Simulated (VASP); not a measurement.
## Be2C: single point with LDA

Crystal: Be2C.

```
Be C
1.0
     0.00000    2.12348    2.12348
     2.12348    0.00000    2.12348
     2.12348    2.12348    0.00000
Be C
2 1
Direct
  0.25000 0.25000 0.25000
  0.75000 0.75000 0.75000
  0.00000 0.00000 0.00000
```

```json
{
  "Program": "VASP 6.6.1",
  "Task": "single point",
  "Functional": "LDA",
  "Potentials or basis": "VASP PAW LDA potentials, release 64 (Be, C)",
  "Cutoff": "600 eV",
  "k mesh": "10 × 10 × 10",
  "Occupations": "gaussian, width 0.01 eV",
  "Spin": "no spin polarisation"
}
```

```
Pressure               : 3.9 GPa
Band gap on the k mesh : 1.21 eV, indirect (least direct gap 4.13 eV)
```

Levels at points of the mesh, in eV from the valence-band top:
```
           k point  band 1  band 2  band 3  band 4  band 5  band 6  band 7  band 8
(0.00, 0.00, 0.00)  -15.29    0.00    0.00    0.00    4.13    4.13    4.13    7.52
(0.50, 0.00, 0.00)  -12.28   -9.05   -1.93   -1.93    5.03    5.03    7.76   10.08
(0.50, 0.50, 0.00)  -11.56   -6.90   -4.99   -4.99    1.21    6.21   13.71   13.71
```

Wall time 3.3 s on 1 thread of Intel(R) Xeon(R) 6975P-C (Granite Rapids), on a shared host, peak memory 0.12 GiB.

A k mesh can miss the band edges.
